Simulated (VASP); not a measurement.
# MnHg: single point with PBE

The system is MnHg.

```
CELL_PARAMETERS angstrom
3.20473 0.00000 0.00000
0.00000 3.20473 0.00000
0.00000 0.00000 3.54705
ATOMIC_POSITIONS crystal
Mn 0.50000 0.50000 0.50000
Hg 0.00000 0.00000 0.00000
```

This cell differs from its parent crystal: stretched by +7 % along [0.0, 0.0, 1.0] at fixed volume.

```json
{
  "Program": "VASP 6.6.1",
  "Task": "single point",
  "Functional": "PBE",
  "Potentials or basis": "VASP PAW PBE potentials, release 64 (Mn_pv, Hg)",
  "Cutoff": "520 eV",
  "k mesh": "9 × 9 × 9",
  "Occupations": "fermi-dirac, width 0.1 eV",
  "Spin": "collinear spin, ferromagnetic start",
  "Starting moments": "[3.8, 0.0] μB"
}
```

- Pressure: 0.5 GPa
- Net moment: 3.85 μB per cell
- Site moments: Mn +3.78; Hg -0.06 μB
- Valence electrons inside the program's atomic spheres: Mn 11.41; Hg 10.59

Stress tensor (GPa, compression positive):
```
0.51 0.00 0.00
0.00 0.51 0.00
0.00 0.00 0.42
```

Levels at points of the mesh, in eV from the Fermi level:
Spin up:
| k point | band 10 | band 11 | band 12 | band 13 | band 14 | band 15 | band 16 | band 17 | band 18 | band 19 |
| --- | --- | --- | --- | --- | --- | --- | --- | --- | --- | --- |
| (0.00, 0.00, 0.00) | -2.97 | -2.83 | -2.00 | -2.00 | -1.98 | 3.12 | 5.90 | 5.90 | 7.72 | 11.30 |
Spin down:
```tsv
k point	band 8	band 9	band 10	band 11	band 12	band 13
(0.00, 0.00, 0.00)	-7.11	-6.92	0.19	0.40	1.47	1.47
```

Run time: 66 s on 1 thread of Intel(R) Xeon(R) Platinum 8259CL CPU @ 2.50GHz (Skylake/Cascade Lake) (shared host), peak memory 0.23 GiB.

Caveat: spin-orbit coupling is left out, which moves the levels of the heavy elements.
